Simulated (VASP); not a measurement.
# GaSb (I-4m2) in VASP: settings compared, part 2 of 2

VASP 6.6.1. The steps go on from the part before.

## Step 6: Single point, r2SCAN (uniaxial z strain +1.0%)

Contents of POSCAR:

```
GaSb
1.0
    0.0000000000      3.0658787979      3.0965375859
    3.0658787979      0.0000000000      3.0965375859
    3.0658787979      3.0658787979      0.0000000000
Ga Sb
1 1
Direct
    0.0000000000      0.0000000000      0.0000000000
    0.2500000000      0.2500000000      0.2500000000
```

Contents of INCAR.step1:

```
SYSTEM = GaSb
ALGO     = Normal         ! electronic algorithm
EDIFF    = 1E-4           ! SCF threshold, eV
ENCUT    = 520            ! plane-wave cutoff, eV
GGA      = PE             ! functional
ISMEAR   = -1             ! smearing method
LASPH    = .True.         ! aspherical terms in the spheres
LCHARG   = .False.        ! write CHGCAR
LREAL    = .False.        ! projectors in reciprocal space
LWAVE    = .True.         ! write WAVECAR
NBANDS   = 16             ! bands
NELM     = 80             ! most SCF steps
PREC     = Accurate       ! precision mode
SIGMA    = 0.02           ! smearing width, eV
```

Contents of INCAR.step2:

```
SYSTEM = GaSb
ALGO     = Normal         ! electronic algorithm
EDIFF    = 1E-7           ! SCF threshold, eV
ENCUT    = 520            ! plane-wave cutoff, eV
ISIF     = 2              ! what is computed and relaxed
ISMEAR   = -1             ! smearing method
ISTART   = 1            
LASPH    = .True.         ! aspherical terms in the spheres
LCHARG   = .False.        ! write CHGCAR
LMIXTAU  = .True.       
LREAL    = .False.        ! projectors in reciprocal space
LWAVE    = .False.        ! write WAVECAR
METAGGA  = R2SCAN         ! meta-GGA
NBANDS   = 16             ! bands
NELM     = 80             ! most SCF steps
PREC     = Accurate       ! precision mode
SIGMA    = 0.02           ! smearing width, eV
```

Contents of KPOINTS:

```
k-points
0
Gamma
  8 8 8
  0 0 0
```

Potentials or basis: VASP PAW PBE potentials, release 64 (Ga_d, Sb).

Run with:

```console
cat potpaw_PBE.64/Ga_d/POTCAR potpaw_PBE.64/Sb/POTCAR > POTCAR
cp INCAR.step1 INCAR
mpirun -np 1 vasp_std > vasp.out
cp INCAR.step2 INCAR
mpirun -np 1 vasp_std > vasp.out
```

OUTCAR:

```text
SYSTEM = GaSb
   EDIFF = 1E-7
   ENCUT = 520
   ISIF = 2
   ISMEAR = -1
   ISTART = 1
   LASPH = .True.
   LREAL = .False.
   METAGGA = R2SCAN
   NELM = 80
   PREC = Accurate

 ion  position               nearest neighbor table
   1  0.000  0.000  0.000-   2 2.66   2 2.66   2 2.66   2 2.66
   2  0.250  0.250  0.250-   1 2.66   1 2.66   1 2.66   1 2.66

  LATTYP: Found a body centered tetragonal cell.
 ALAT       =     4.3358073766
 C/A-ratio  =     1.4283556980

  Lattice vectors:

 A1 = (  -3.0658787979,   0.0000000000,   3.0965375859)
 A2 = (   3.0658787979,   0.0000000000,   3.0965375859)
 A3 = (   0.0000000000,   3.0658787979,  -3.0965375859)

Analysis of symmetry for initial positions (statically):
=====================================================================
 Subroutine PRICEL returns:
 Original cell was already a primitive cell.

 Routine SETGRP: Setting up the symmetry group for a
 body centered tetragonal supercell.

 Subroutine GETGRP returns: Found  8 space group operations
 (whereof  8 operations were pure point group operations)
 out of a pool of 16 trial point group operations.

The static configuration has the point symmetry D_2d.

Analysis of symmetry for dynamics (positions and initial velocities):
=====================================================================
 Subroutine PRICEL returns:
 Original cell was already a primitive cell.

 Routine SETGRP: Setting up the symmetry group for a
 body centered tetragonal supercell.

 Subroutine GETGRP returns: Found  8 space group operations
 (whereof  8 operations were pure point group operations)
 out of a pool of 16 trial point group operations.

The dynamic configuration has the point symmetry D_2d.

 Subroutine INISYM returns: Found  8 space group operations
 (whereof  8 operations are pure point group operations),
 and found     1 'primitive' translations

----------------------------------------------------------------------------------------

                                     Primitive cell

  volume of cell :      58.2125

  direct lattice vectors                    reciprocal lattice vectors
     0.000000000  3.065878798  3.096537586    -0.163085377  0.163085377  0.161470670
     3.065878798  0.000000000  3.096537586     0.163085377 -0.163085377  0.161470670
     3.065878798  3.065878798  0.000000000     0.163085377  0.163085377 -0.161470670

  length of vectors
     4.357540341  4.357540341  4.335807377     0.281542995  0.281542995  0.281542995

  position of ions in fractional coordinates (direct lattice)
     0.000000000  0.000000000  0.000000000
     0.250000000  0.250000000  0.250000000

  ion indices of the primitive-cell ions
   primitive index   ion index
                 1           1
                 2           2

----------------------------------------------------------------------------------------

 KPOINTS: k-points

Automatic generation of k-mesh.
 Grid dimensions read from file:
 generate k-points for:    8    8    8

 Generating k-lattice:

  Cartesian coordinates                     Fractional coordinates (reciprocal lattice)
    -0.020385672  0.020385672  0.020183834     0.125000000  0.000000000  0.000000000
     0.020385672 -0.020385672  0.020183834     0.000000000  0.125000000  0.000000000
     0.020385672  0.020385672 -0.020183834     0.000000000  0.000000000  0.125000000

  Length of vectors
     0.035192874  0.035192874  0.035192874

  Shift w.r.t. Gamma in fractional coordinates (k-lattice)
     0.000000000  0.000000000  0.000000000

 Subroutine IBZKPT returns following result:
 ===========================================

 Found     59 irreducible k-points:

 Following reciprocal coordinates:
            Coordinates               Weight
  0.000000  0.000000  0.000000      1.000000
  0.125000  0.000000  0.000000      8.000000
  0.250000  0.000000  0.000000      8.000000
  0.375000 -0.000000  0.000000      8.000000
  0.500000  0.000000  0.000000      4.000000
  0.125000  0.125000  0.000000      2.000000
[... 16 lines left out ...]
  0.250000 -0.000000  0.125000     16.000000
  0.375000 -0.000000  0.125000     16.000000
 [... further k-points ...]
   k-points           NKPTS =     59   k-points in BZ     NKDIM =     59   number of bands    NBANDS=     16
   number of dos      NEDOS =    301   number of ions     NIONS =      2
   total plane-waves  NPLWV =  32768
   dimension x,y,z NGX =    32 NGY =   32 NGZ =   32
   dimension x,y,z NGXF=    64 NGYF=   64 NGZF=   64
   ions per type =               1   1
   NGX,Y,Z   is equivalent  to a cutoff of  12.21, 12.21, 12.27 a.u.
   NGXF,Y,Z  is equivalent  to a cutoff of  24.42, 24.42, 24.54 a.u.
 SYSTEM =  GaSb
   PREC   = accura    normal or accurate (medium, high low for compatibility)
   ISTART =      1    job   : 0-new  1-cont  2-samecut
   ICHARG =      0    charge: 1-file 2-atom 10-const
   ISPIN  =      1    spin polarized calculation?
   LNONCOLLINEAR =      F non collinear calculations
   LSORBIT =      F    spin-orbit coupling
   LASPH  =      T    aspherical Exc in radial PAW
   ENCUT  =  520.0 eV  38.22 Ry    6.18 a.u.   8.10  8.10  8.06*2*pi/ulx,y,z
   NELM   =     80;   NELMIN=  2; NELMDL=  0     # of ELM steps
   EDIFF  = 0.1E-06   stopping-criterion for ELM
   LREAL  =      F    real-space projection
   EDIFFG = 0.1E-05   stopping-criterion for IOM
   NSW    =      0    number of steps for IOM
   IBRION =     -1    ionic relax: 0-MD 1-quasi-New 2-CG
   NFREE  =      0    steps in history (QN), initial steepest desc. (CG)
   ISIF   =      2    stress and relaxation
   ISYM   =      2    0-nonsym 1-usesym 2-fastsym
   POTIM  = 0.5000    time-step for ionic-motion
   TEBEG  =    0.0;   TEEND  =   0.0 temperature during run
   PSTRESS=    0.0 pullay stress
   NELECT =      18.0000    total number of electrons
   NUPDOWN=      -1.0000    fix difference up-down
   EMIN   =  10.00;   EMAX   =-10.00  energy-range for DOS
   EFERMI =   0.00;   METHOD = LEGACY
   ISMEAR =    -1;   SIGMA  =   0.02  broadening in eV -4-tet -1-fermi 0-gaus
   EFERMI_NEDOS =   21; number of points for ismear=-14 and -15
   IALGO  =     38    algorithm
   IMIX   =      4    mixing-type and parameters
     AMIX     =   0.40;   BMIX     =  1.00
     AMIX_MAG =   1.60;   BMIX_MAG =  1.00
  volume/ion in A,a.u.               =      29.11       196.42
  Fermi-wavevector in a.u.,A,eV,Ry     =   1.107032  2.091987 16.674214  1.225520
  Thomas-Fermi vector in A             =   2.243541
   LORBIT       =      0    0 simple, 1 ext, 2 COOP (PROOUT), +10 PAW based schemes
   METAGGA = R2SCAN    functional components
   LHFCALC =     F    Hartree Fock is set to
   AEXX    =    0.0000 exact exchange contribution
   IVDW    =     0    specifies the selected vdW correction
   LEPSILON=     F    determine dielectric tensor
   LRPA    =     F    only Hartree local field effects (RPA)
 non-spin polarized calculation
  energy-cutoff  :      520.00
  volume of cell :       58.21
 maximum number of plane-waves:      1588
   NGX = 17   NGY = 17   NGZ = 17

 number of electron      17.9999995 magnetization

 Free energy of the ion-electron system (eV)
  ---------------------------------------------------
  ext. energy  EPLUGINS =         0.00000000
  ---------------------------------------------------
  free energy    TOTEN  =       -37.59936596 eV

  energy without entropy =      -37.59936495  energy(sigma->0) =      -37.59936546

 E-fermi :   4.6934     XC(G=0):  -9.6440

 val. band max:        4.5352146630   @ k =   0.0000   0.0000   0.0000
 cond. band min:       4.8373082927   @ k =   0.0000   0.0000   0.0000
 fundamental gap:      0.3020936297
 Fermi energy:         4.6934249377

 k-point     1 :       0.0000    0.0000    0.0000
  band No.  band energies     occupation
      1     -10.9533      2.00000
      2     -10.9520      2.00000
      3     -10.9519      2.00000
      4     -10.8986      2.00000
      5     -10.8973      2.00000
      6      -7.2972      2.00000
[... 8 lines left out ...]
     15      13.4185      0.00000
     16      13.5870      0.00000

 k-point     2 :       0.1250    0.0000    0.0000
  band No.  band energies     occupation
      1     -10.9567      2.00000
      2     -10.9509      2.00000
      3     -10.9501      2.00000
      4     -10.8988      2.00000
      5     -10.8975      2.00000
      6      -7.1317      2.00000
[... 8 lines left out ...]
     15      12.6834      0.00000
     16      12.8012      0.00000
[... 387 lines left out ...]
      5     -10.8964      2.00000
      6      -6.7004      2.00000
[... 8 lines left out ...]
     15      13.0741      0.00000
     16      13.5163      0.00000

 k-point    24 :       0.3750   -0.0000    0.1250
  band No.  band energies     occupation
      1     -10.9770      2.00000
      2     -10.9419      2.00000
      3     -10.9406      2.00000
      4     -10.9012      2.00000
      5     -10.8962      2.00000
      6      -6.0876      2.00000
[... 8 lines left out ...]
     15      13.4726      0.00000
     16      14.2311      0.00000

 [... further k-points ...]
[... 5 lines left out ...]
  --------------------------------------------------------------------------------------
  -------------------------------------------------------------------------------------
  Total       -0.0946799     -0.0946799     -0.2743654      0.0000000      0.0000000      0.0000000
  in kB       -2.6058647     -2.6058647     -7.5513330      0.0000000      0.0000000      0.0000000
  external PRESSURE =      -4.2543542 kB  Pullay stress =       0.0000000 kB

 VOLUME and BASIS-vectors are now :
 -----------------------------------------------------------------------------
  energy-cutoff  :      520.00
  volume of cell :       58.21
      direct lattice vectors                 reciprocal lattice vectors
     0.000000000  3.065878798  3.096537586    -0.163085377  0.163085377  0.161470670
     3.065878798  0.000000000  3.096537586     0.163085377 -0.163085377  0.161470670
     3.065878798  3.065878798  0.000000000     0.163085377  0.163085377 -0.161470670

 POSITION                                       TOTAL-FORCE (eV/Angst)
 -----------------------------------------------------------------------------------
      0.00000      0.00000      0.00000         0.000000      0.000000     -0.000000
      1.53294      1.53294      1.54827        -0.000000     -0.000000      0.000000
 -----------------------------------------------------------------------------------
    total drift:                               -0.000001     -0.000001     -0.000005

  FREE ENERGIE OF THE ION-ELECTRON SYSTEM (eV)
  ---------------------------------------------------
  free  energy   TOTEN  =       -37.5993659602 eV

  energy  without entropy=      -37.5993649532  energy(sigma->0) =      -37.59936546
```

Wall time 2 min (1 thread of Intel Xeon Platinum 8488C (Sapphire Rapids), shared host); peak memory 0.22 GiB.

What came out:

| Quantity | Value |
| --- | --- |
| Free energy | -37.5994 eV |
| Pressure | -0.4 GPa |
| Band gap on the k mesh | 0.30 eV, direct |

Caveat: the cell differs from its parent crystal (uniaxial z strain +1.0%); the PAW data sets were made with another functional, which shifts forces and pressure a little; spin-orbit coupling is left out, which moves the levels of the heavy elements.

## Step 7: The runs side by side

| level | cell | gap on the mesh (eV) | pressure (GPa) |
| --- | --- | --- | --- |
| PBE | a = 4.401, b = 4.401, c = 4.336 Å, angles 60.5, 60.5, 59.0°, 2 atoms | none | 0.6 |
| PBE | a = 4.423, b = 4.423, c = 4.336 Å, angles 60.7, 60.7, 58.7°, 2 atoms | none | 0.1 |
| r2SCAN | a = 4.293, b = 4.293, c = 4.336 Å, angles 59.7, 59.7, 60.7°, 2 atoms | 0.47 | 1.2 |
| r2SCAN | a = 4.314, b = 4.314, c = 4.336 Å, angles 59.8, 59.8, 60.3°, 2 atoms | 0.43 | 0.6 |
| r2SCAN | a = 4.358, b = 4.358, c = 4.336 Å, angles 60.2, 60.2, 59.7°, 2 atoms | 0.30 | -0.4 |

Alike in all rows: task single point; potentials or basis VASP PAW PBE potentials, release 64 (Ga_d, Sb); no spin polarisation; k mesh 8 × 8 × 8; cutoff (eV) 520; smearing fermi-dirac 0.02 eV.

Caveats: spin-orbit coupling is left out, which moves the levels of the heavy elements; the PAW data sets were made with another functional, which shifts forces and pressure a little (some runs).

Absolute energies hang on the potentials; compare differences alone.
